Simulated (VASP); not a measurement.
Crystal: Zn3SbSe4.

```
CELL_PARAMETERS angstrom
0.00000 5.71318 0.00000
5.71318 0.00000 0.00000
2.85659 2.85659 -5.69209
ATOMIC_POSITIONS crystal
Zn 0.50000 0.50000 0.00000
Zn 0.75000 0.25000 0.50000
Zn 0.25000 0.75000 0.50000
Sb 0.00000 0.00000 0.00000
Se 0.61081 0.61081 0.26258
Se 0.38919 0.87339 0.73742
Se 0.12661 0.12661 0.26258
Se 0.87339 0.38919 0.73742
```

Base run:

```yaml
Program: VASP 6.6.1
Functional: r2SCAN
Potentials_or_basis: VASP PAW PBE potentials, release 64 (Zn, Sb, Se)
Cutoff: 520 eV
k_mesh: 4 × 4 × 4
Occupations: methfessel-paxton, width 0.01 eV
Spin: no spin polarisation
```

Its results: band gap on the k mesh zero (an odd number of electrons rules out a gap without spin polarisation); pressure 9.6 GPa; largest force 2.231 eV/Å.

**Question.** The run is repeated on the same cell with these changes: dispersion from none to D3(BJ). What comes out?

**Answer.** Band gap on the k mesh zero (an odd number of electrons rules out a gap without spin polarisation); pressure 8.4 GPa; largest force 2.230 eV/Å.

Dispersion adds attraction, which lowers the pressure at fixed volume and, as a term added to the energy, leaves the levels alone.

Caveats: the cell stands under pressure; the PAW data sets were made with another functional, which shifts forces and pressure a little; spin-orbit coupling is left out, which moves the levels of the heavy elements.
